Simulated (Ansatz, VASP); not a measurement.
# One calculation of Te2Mo, two programs

```xyz
3
Lattice="3.5740 0.0000 0.0000 -1.7870 3.0345 0.0000 0.0000 0.0000 33.2702" Properties=species:S:1:pos:R:3 pbc="T T T"
Te    0.0000    2.0199   14.8308
Te    0.0000    2.0199   18.4394
Mo    1.7870    1.0176   16.6351
```

Change from the starting cell: strain along x +0.020, atoms relaxed.

Alike in both runs: functional PBE; dispersion D3(BJ); k mesh 12 × 12 × 1; occupations gaussian, width 0.02 eV; no spin polarisation.

Ansatz relaxed the structure, and its values are those at the end. VASP's run is a single point on that final structure, the one shown.

```csv
,VASP,Ansatz
version,VASP 6.6.1,Ansatz 0.2.0
potentials or method,"VASP PAW PBE potentials, release 64 (Te, Mo_sv), cutoff 520 eV","scalar-relativistic, plane waves, PAW"
valence electrons in the cell,26,46
```

```csv
,VASP,Ansatz,Ansatz less VASP
gap on the k mesh at the Fermi level (eV),1.10,1.10,+0.001
least direct gap on the mesh (eV),1.10,1.10,+0.001
rms of the force components (eV/Å),0.004,0.005,+0.0007
```

VASP's potentials hold 26 valence electrons a cell and Ansatz's 46, so a difference there can come from the potentials and not from the codes. Ansatz's warnings: stress scf threshold loose.

Neither program's run includes spin-orbit coupling.
